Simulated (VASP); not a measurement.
The system is Si2S3.

```
Si S
1.0
     1.80374    1.04139    8.36127
    -1.80374    1.04139    8.36127
     0.00000   -2.08278    8.36127
Si S
2 3
Direct
  0.40000 0.40000 0.40000
  0.60000 0.60000 0.60000
  0.00000 0.00000 0.00000
  0.20950 0.20950 0.20950
  0.79050 0.79050 0.79050
```

```yaml
Program: VASP 6.6.1
Task: relaxation of cell and atoms
Functional: PBE
Potentials_or_basis: VASP PAW PBE potentials, release 64 (Si, S)
Cutoff: 600 eV
k_mesh: 6 × 6 × 6
Occupations: gaussian, width 0.1 eV
Spin: no spin polarisation
```

At the start: pressure -9.9 GPa; volume 18.85 Å³/atom.

Q: How do energy, volume and symmetry change on relaxing?

A: Over 23 steps the energy falls by 256.5 meV/atom and the volume is 19.02 Å³/atom (+0.9 %); space group R-3m (No. 166, to 0.1 Å) before and after.

The path:
```tsv
step	energy change (eV)	largest force (eV/Å)	pressure (GPa)	volume (Å³)
1	0.0000	2.3044	-9.90	94.24
2	-0.6917	1.1724	4.49	79.21
3	-0.7216	0.7979	1.24	81.44
4	-0.8416	0.6943	1.18	81.86
5	-1.0845	0.2915	1.61	83.14
6	-0.9069	0.6802	4.62	85.72
7	-1.1206	0.0682	2.25	83.91
8	-1.1983	0.4239	-2.18	89.93
9	-1.1987	0.3863	-1.91	89.49
10	-1.2546	0.1698	0.06	89.61
11	-1.2546	0.1701	0.07	89.61
12	-1.2602	0.0962	0.25	89.77
13	-1.2673	0.1016	0.77	90.20
14	-1.2711	0.0966	0.42	90.94
15	-1.2751	0.1028	-0.39	92.70
16	-1.2773	0.0291	-0.16	93.01
17	-1.2777	0.0884	-0.03	93.18
18	-1.2792	0.0762	0.10	93.33
19	-1.2806	0.0365	0.45	93.76
20	-1.2814	0.0510	0.14	94.39
21	-1.2815	0.0644	0.08	94.52
22	-1.2821	0.0467	0.00	94.73
23	-1.2825	0.0315	-0.13	95.08
```

Final structure:
```yaml
crystal:
  lattice:
    - [1.73312, 1.00062, 9.13779]
    - [-1.73312, 1.00062, 9.13779]
    - [0.00000, -2.00124, 9.13779]
  atoms:
    - { symbol: Si, position: [0.38741, 0.38741, 0.38741] }
    - { symbol: Si, position: [0.61259, 0.61259, 0.61259] }
    - { symbol: S, position: [0.00000, 0.00000, 0.00000] }
    - { symbol: S, position: [0.23486, 0.23486, 0.23486] }
    - { symbol: S, position: [0.76514, 0.76514, 0.76514] }
```
